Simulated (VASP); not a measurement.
# MnF2: single point with revPBE+D4+U

The system is MnF2.

```xyz
6
Lattice="4.9961 0.0000 0.0000 0.0000 4.9961 0.0000 0.0000 0.0000 3.4002" Properties=species:S:1:pos:R:3 pbc="T T T"
Mn    0.0000    0.0000    0.0000
Mn    2.4980    2.4980    1.7001
F     1.5245    1.5245    0.0000
F     0.9735    4.0226    1.7001
F     3.4715    3.4715    0.0000
F     4.0226    0.9735    1.7001
```

```
Program             : VASP 6.6.1
Task                : single point
Functional          : revPBE
Dispersion          : D4
Potentials or basis : VASP PAW PBE potentials, release 64 (Mn_pv, F)
Cutoff              : 520 eV
k mesh              : 6 × 6 × 8
Occupations         : gaussian, width 0.05 eV
Spin                : collinear spin, ferromagnetic start
Starting moments    : [4.73, 4.73, 0.06, 0.06, 0.06, 0.06] μB
Hubbard terms       : Mn d U = 3.9 eV
```

The pressure is -2.3 GPa and the largest force is 0.004 eV/Å. The band gap on the k mesh is 2.71 eV, the net moment is 10.00 μB per cell and the site moments are Mn +4.71; F +0.05 μB. The valence electrons inside the program's atomic spheres are Mn 11.19; F 6.11. The dispersion energy per atom is -0.275 eV.

Forces on the atoms (eV/Å):
```
Mn   0.000  0.000  0.000
Mn   0.000  0.000  0.000
F    0.003  0.003  0.000
F   -0.003  0.003  0.000
F   -0.003 -0.003  0.000
F    0.003 -0.003  0.000
```

Stress tensor (GPa, compression positive):
```
-2.22  0.00  0.00
 0.00 -2.22  0.00
 0.00  0.00 -2.49
```

Levels at points of the mesh, in eV from the valence-band top:
Spin up:
```csv
k point,band 28,band 29,band 30,band 31,band 32,band 33,band 34,band 35,band 36,band 37
"(0.00, 0.00, 0.00)",-2.09,-1.53,-0.51,-0.51,0.00,2.71,8.10,8.10,8.76,11.16
"(0.50, 0.00, 0.00)",-1.92,-0.80,-0.80,-0.62,-0.62,4.96,4.96,9.27,9.27,11.14
"(0.50, 0.50, 0.00)",-1.74,-1.22,-1.22,-0.51,-0.51,6.16,6.16,7.24,7.24,13.15
"(0.00, 0.00, 0.50)",-1.71,-1.34,-1.34,-1.10,-1.10,7.06,7.06,10.78,10.78,11.01
"(0.50, 0.00, 0.50)",-2.07,-1.63,-1.63,-0.26,-0.26,8.03,8.03,8.43,8.43,12.20
"(0.50, 0.50, 0.50)",-1.92,-1.36,-1.36,-0.85,-0.85,7.85,7.85,9.61,9.61,10.18
```
Spin down:
| k point | band 18 | band 19 | band 20 | band 21 | band 22 | band 23 | band 24 | band 25 | band 26 | band 27 |
| --- | --- | --- | --- | --- | --- | --- | --- | --- | --- | --- |
| (0.00, 0.00, 0.00) | -3.75 | -3.14 | -2.75 | -2.75 | -2.48 | 3.76 | 5.02 | 5.37 | 5.55 | 5.62 |
| (0.50, 0.00, 0.00) | -3.57 | -3.44 | -3.44 | -2.76 | -2.76 | 5.16 | 5.16 | 5.67 | 5.67 | 5.72 |
| (0.50, 0.50, 0.00) | -3.53 | -3.16 | -3.16 | -3.01 | -3.01 | 5.09 | 5.09 | 5.63 | 5.63 | 5.70 |
| (0.00, 0.00, 0.50) | -3.65 | -3.24 | -3.24 | -3.07 | -3.07 | 5.47 | 5.47 | 5.49 | 5.49 | 5.59 |
| (0.50, 0.00, 0.50) | -3.77 | -3.10 | -3.10 | -2.92 | -2.92 | 5.23 | 5.23 | 5.54 | 5.54 | 5.84 |
| (0.50, 0.50, 0.50) | -3.63 | -2.89 | -2.89 | -2.84 | -2.84 | 5.49 | 5.49 | 5.50 | 5.50 | 5.73 |

Eigenvalues of the final occupation matrices:
| site | spin | trace | eigenvalues |
| --- | --- | --- | --- |
| site 1 d | 1 | 4.80 | 0.95 0.95 0.95 0.98 0.98 |
| site 1 d | 2 | 0.13 | 0.01 0.01 0.01 0.05 0.05 |
| site 2 d | 1 | 4.80 | 0.95 0.95 0.95 0.98 0.98 |
| site 2 d | 2 | 0.13 | 0.01 0.01 0.01 0.05 0.05 |

It took 5.8 min on 1 thread of Intel Xeon 8259CL, on a shared host, peak memory 0.39 GiB.

Caveat: the PAW data sets were made with another functional, which shifts forces and pressure a little; the run started ferromagnetic, and an antiferromagnetic order may lie lower in energy. A k mesh can miss the band edges.
